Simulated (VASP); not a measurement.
Wanted: the native input for a VASP 6.6.1 run.

```
Task                   : single point
Functional             : PBE
Potentials or basis    : VASP PAW PBE potentials, release 64 (Cl, H)
Cutoff                 : 520 eV
k mesh                 : 1 × 1 × 1
Occupations            : fermi-dirac, width 0.05 eV
Spin                   : no spin polarisation
Dipole correction      : no
Further INCAR settings : LREAL = Auto; ALGO = Normal; EDIFF = 1e-07; NBANDS = 56
```

The structure of HCl lies in POSCAR:

```
HCl
1.0
    7.4168600000      0.0000000000      0.0000000000
    0.0000000000      7.4168600000      0.0000000000
    0.0000000000      0.0000000000      7.4168600000
Cl H
10 10
Direct
    0.2694401674      0.0821776331      0.4225912313
    0.0799664548      0.5069935256      0.3949380196
    0.6743824206      0.2732962467      0.3732576859
    0.4311662887      0.2716243801     -0.0802226279
    0.6643107730      0.7766629005      0.1271832015
    0.8399106900      0.5260581971      0.8246077181
    0.1953791766      0.7139544228      0.9557818268
    0.5221886351      0.6793845374      0.5459992504
    0.9809272388      0.1452501463      0.0534592806
    0.8934373846      0.9342363210      0.6071167583
    0.3639545576     -0.0494279250      0.4971376027
    0.0816518041      0.5127911272      0.2199987596
    0.8094395742      0.3571727119      0.4400784159
    0.3858640988      0.1895411266      0.0682499063
    0.7074557158      0.6465269669      0.0184174974
    0.8493351634      0.7016446313      0.7738315136
    0.3576176441      0.7326550589      1.0018660188
    0.5836162473      0.6702027543      0.3749295524
    0.8220325043      0.1436996249      0.1430120024
    1.0379729427      1.0414784693      0.6372103559
```

These files were run (other wordings do the same):

INCAR

```
SYSTEM = HCl
  ALGO = Normal
  EDIFF = 1E-7
  ENCUT = 520
  GGA = PE
  ISIF = 2
  ISMEAR = -1
  LASPH = .TRUE.
  LCHARG = .FALSE.
  LREAL = Auto
  LWAVE = .FALSE.
  NBANDS = 56
  NELM = 80
  PREC = Accurate
  SIGMA = 0.05
```

KPOINTS

```
k-points
0
G
  1 1 1
  0 0 0
```

Potentials or basis: VASP PAW PBE potentials, release 64 (Cl, H).

Launch:

```bash
$ cat potpaw_PBE.64/Cl/POTCAR potpaw_PBE.64/H/POTCAR > POTCAR
$ mpirun -np 1 vasp_gam > vasp.out
```

Results of the run:

```json
{
 "Pressure": "1.3 GPa",
 "Largest force": "1.394 eV/Å",
 "Band gap on the k mesh": "5.29 eV"
}
```

Caveat: the k points lie up to 0.85 Å⁻¹ apart.

It took 47 s on 1 thread of Intel(R) Xeon(R) Platinum 8375C CPU @ 2.90GHz (Ice Lake), on a shared host, peak memory 0.39 GiB.
